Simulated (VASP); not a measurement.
Set up this calculation in VASP 6.6.1, as the native input.

- Task: single point
- Functional: PBE
- Dispersion: D3(BJ)
- Potentials or basis: VASP PAW PBE potentials, release 64 (C, F, H)
- Cutoff: 520 eV
- k mesh: 2 × 2 × 1
- Occupations: gaussian, width 0.02 eV
- Spin: no spin polarisation
- Dipole correction: no
- Further INCAR settings: LREAL = Auto; ALGO = Normal; EDIFF = 1e-06; NBANDS = 56

The structure of HC18F lies in POSCAR:

```
HC18F
1.0
    7.3980000000      0.0000000000      0.0000000000
   -3.6990000000      6.4068560000      0.0000000000
    0.0000000000      0.0000000000     11.0000000000
C F H
18 1 1
Direct
    0.0133482720     -0.0063216091      0.0855570570
    0.2329242016      0.1036553560      0.0856655805
    0.0110742894      0.3252671877      0.0856991770
    0.2352526413      0.4372859662      0.0856639255
    0.0113488023      0.6606791199      0.0856747460
    0.2345546165      0.7721823697      0.0860038910
    0.3446191620     -0.0076986007      0.0858633469
    0.5688698739      0.1042174628      0.0856753981
    0.3451285113      0.3276479675      0.0856782320
    0.5679452767      0.4390209933      0.0856947027
    0.3468848701      0.6600876471      0.0856408149
    0.5663877675      0.7700961616      0.0855473510
    0.6784481865     -0.0057311735      0.0855756687
    0.9012818006      0.1056872024      0.0856397496
    0.6800529241      0.3270349416      0.0856922090
    0.8995784849      0.4366732077      0.0856861913
    0.6777376108      0.6585980558      0.0855929992
    0.9018288324      0.7706784301      0.0855505133
    0.2666080828      0.8438682121      0.3698572328
    0.2657412935      0.8430684016      0.2844050135
```

These files were run (other wordings do the same):

INCAR

```
PREC = Accurate
ENCUT = 520
EDIFF = 1E-6
ISMEAR = 0
SIGMA = 0.02
LREAL = Auto
LASPH = T
NELM = 60
ALGO = Normal
ISIF = 2
LWAVE = F
LCHARG = F
GGA = PE
IVDW = 12
NBANDS = 56
```

KPOINTS

```
Automatic mesh
0
Gamma
  2 2 1
```

Potentials or basis: VASP PAW PBE potentials, release 64 (C, F, H).

Command:

```sh
$ cat potpaw_PBE.64/C/POTCAR potpaw_PBE.64/F/POTCAR potpaw_PBE.64/H/POTCAR > POTCAR
$ mpirun -np 1 vasp_std > vasp.out
```

It gave:

The largest force is 0.272 eV/Å, the band gap on the k mesh is 0.19 eV, direct and the dispersion energy per atom is -0.085 eV.

Caveat: the k points lie up to 0.49 Å⁻¹ apart.

Wall time 2.3 min on 1 thread of Intel(R) Xeon(R) 6975P-C (Granite Rapids), with other jobs on the host, peak memory 0.59 GiB.
